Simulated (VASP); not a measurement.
# CaS (Oldhamite) (Fm-3m) in VASP: notebook, part 2 of 2

VASP 6.6.1.

## Step 5: Single point, PBE (volume changed by +3%)

Contents of INCAR:

```
PREC = Accurate
ENCUT = 500
EDIFF = 1E-6
ISMEAR = 0
SIGMA = 0.01
LREAL = False
LASPH = True
NELM = 120
ALGO = Normal
ISIF = 2
LWAVE = False
LCHARG = False
GGA = PE
NBANDS = 15
GGA_COMPAT = False
```

Contents of KPOINTS:

```
regular mesh
0
Gamma
  6 6 6
```

Contents of POSCAR:

```
CaS
1.0
    0.0000000000      2.8843115161      2.8843115161
    2.8843115161      0.0000000000      2.8843115161
    2.8843115161      2.8843115161      0.0000000000
Ca S
1 1
Direct
    0.0000000000      0.0000000000      0.0000000000
    0.5000000000      0.5000000000      0.5000000000
```

Potentials or basis: VASP PAW PBE potentials, release 64 (Ca_sv, S).

The run is started by

```sh
$ cat potpaw_PBE.64/Ca_sv/POTCAR potpaw_PBE.64/S/POTCAR > POTCAR
$ mpirun -np 1 vasp_std > vasp.out
```

OUTCAR:

```text
PREC = Accurate
   ENCUT = 500
   EDIFF = 1E-6
   ISMEAR = 0
   LREAL = False
   LASPH = True
   NELM = 120
   ISIF = 2
   GGA = PE

 ion  position               nearest neighbor table
   1  0.000  0.000  0.000-   2 2.88   2 2.88   2 2.88   2 2.88   2 2.88   2 2.88
   2  0.500  0.500  0.500-   1 2.88   1 2.88   1 2.88   1 2.88   1 2.88   1 2.88

  LATTYP: Found a face centered cubic cell.
 ALAT       =     5.7686230322

  Lattice vectors:

 A1 = (   0.0000000000,   2.8843115161,   2.8843115161)
 A2 = (   2.8843115161,   0.0000000000,   2.8843115161)
 A3 = (   2.8843115161,   2.8843115161,   0.0000000000)

Analysis of symmetry for initial positions (statically):
=====================================================================
 Subroutine PRICEL returns:
 Original cell was already a primitive cell.

 Routine SETGRP: Setting up the symmetry group for a
 face centered cubic supercell.

 Subroutine GETGRP returns: Found 48 space group operations
 (whereof 48 operations were pure point group operations)
 out of a pool of 48 trial point group operations.

The static configuration has the point symmetry O_h .

Analysis of symmetry for dynamics (positions and initial velocities):
=====================================================================
 Subroutine PRICEL returns:
 Original cell was already a primitive cell.

 Routine SETGRP: Setting up the symmetry group for a
 face centered cubic supercell.

 Subroutine GETGRP returns: Found 48 space group operations
 (whereof 48 operations were pure point group operations)
 out of a pool of 48 trial point group operations.

The dynamic configuration has the point symmetry O_h .

 Subroutine INISYM returns: Found 48 space group operations
 (whereof 48 operations are pure point group operations),
 and found     1 'primitive' translations

----------------------------------------------------------------------------------------

                                     Primitive cell

  volume of cell :      47.9906

  direct lattice vectors                    reciprocal lattice vectors
     0.000000000  2.884311516  2.884311516    -0.173351594  0.173351594  0.173351594
     2.884311516  0.000000000  2.884311516     0.173351594 -0.173351594  0.173351594
[... 111 lines left out ...]
 maximum number of plane-waves:      1243
 NGX is ok and might be reduce to    30
   NGX = 15   NGY = 15   NGZ = 15

 number of electron      16.0000001 magnetization

 Free energy of the ion-electron system (eV)
  ---------------------------------------------------
  ext. energy  EPLUGINS =         0.00000000
  ---------------------------------------------------
  free energy    TOTEN  =       -10.35898817 eV

  energy without entropy =      -10.35898817  energy(sigma->0) =      -10.35898817

 E-fermi :   2.5322     XC(G=0):  -9.1503

 val. band max:        2.4613641404   @ k =   0.0000   0.0000   0.0000
 cond. band min:       4.8994824747   @ k =   0.5000   0.5000   0.0000
 fundamental gap:      2.4381183344
 Fermi energy:         2.5322168032

 k-point     1 :       0.0000    0.0000    0.0000
  band No.  band energies     occupation
      1     -36.8737      2.00000
      2     -17.8486      2.00000
      3     -17.8486      2.00000
      4     -17.8486      2.00000
      5      -8.7406      2.00000
      6       2.4614      2.00000
      7       2.4614      2.00000
      8       2.4614      2.00000
      9       6.3729      0.00000
     10       6.6260      0.00000
     11       6.6260      0.00000
     12       6.6260      0.00000
     13       7.1868      0.00000
     14       7.1868      0.00000
[... 257 lines left out ...]
      2     -17.9366      2.00000
      3     -17.9054      2.00000
      4     -17.8958      2.00000
      5      -8.0835      2.00000
      6       0.4807      2.00000
      7       1.1175      2.00000
      8       1.1452      2.00000
      9       6.1447      0.00000
     10       8.2450      0.00000
     11       8.2640      0.00000
     12       8.8219      0.00000
     13       9.0973      0.00000
     14      10.0599      0.00000
     15      12.2213      0.00000

------------------------ aborting loop because EDIFF is reached ----------------------------------------

  FORCE on cell =-STRESS in cart. coord.  units (eV):
  Direction    XX          YY          ZZ          XY          YZ          ZX
  --------------------------------------------------------------------------------------
  -------------------------------------------------------------------------------------
  Total       -0.4388990     -0.4388990     -0.4388990      0.0000000      0.0000000      0.0000000
  in kB      -14.6527348    -14.6527348    -14.6527348      0.0000000      0.0000000      0.0000000
  external PRESSURE =     -14.6527348 kB  Pullay stress =       0.0000000 kB

 VOLUME and BASIS-vectors are now :
 -----------------------------------------------------------------------------
  energy-cutoff  :      500.00
  volume of cell :       47.99
      direct lattice vectors                 reciprocal lattice vectors
     0.000000000  2.884311516  2.884311516    -0.173351594  0.173351594  0.173351594
     2.884311516  0.000000000  2.884311516     0.173351594 -0.173351594  0.173351594
     2.884311516  2.884311516  0.000000000     0.173351594  0.173351594 -0.173351594

 POSITION                                       TOTAL-FORCE (eV/Angst)
 -----------------------------------------------------------------------------------
      0.00000      0.00000      0.00000         0.000000     -0.000000     -0.000000
      2.88431      2.88431      2.88431        -0.000000      0.000000      0.000000
 -----------------------------------------------------------------------------------
    total drift:                               -0.000000      0.000000      0.000000

  FREE ENERGIE OF THE ION-ELECTRON SYSTEM (eV)
  ---------------------------------------------------
  free  energy   TOTEN  =       -10.3589881722 eV

  energy  without entropy=      -10.3589881722  energy(sigma->0) =      -10.35898817
```

stdout:

```text
POSCAR found type information on POSCAR CaS
 POSCAR found :  2 types and       2 ions
 scaLAPACK will be used
 LDA part: xc-table for (Slater+PW92), standard interpolation
 POSCAR, INCAR and KPOINTS ok, starting setup
 FFT: planning ... GRIDC
 FFT: planning ... GRID_SOFT
 FFT: planning ... GRID
 WAVECAR not read
 entering main loop
```

Run time: 23 s. Hardware: 1 thread of Intel Xeon 6975P-C, shared host; peak memory 0.17 GiB.

What came out:

| Property | Result |
| --- | --- |
| Free energy | -10.3590 eV |
| Pressure | -1.5 GPa |
| Band gap on the k mesh | 2.44 eV, indirect (least direct gap 3.22 eV) |

 A k mesh can miss the band edges.

## Step 6: The runs side by side

```tsv
cell	gap on the mesh (eV)	pressure (GPa)
a = 3.957 Å, angles 60.0°, 2 atoms	2.23	4.2
a = 3.998 Å, angles 60.0°, 2 atoms	2.31	2.0
a = 4.039 Å, angles 60.0°, 2 atoms	2.38	0.1
a = 4.079 Å, angles 60.0°, 2 atoms	2.44	-1.5
```

Alike in all rows: task single point; level PBE; potentials or basis VASP PAW PBE potentials, release 64 (Ca_sv, S); no spin polarisation; k mesh 6 × 6 × 6; cutoff (eV) 500; smearing gaussian 0.01 eV.

Total energies depend on the potentials used, so only differences within one code and one set of settings carry meaning.
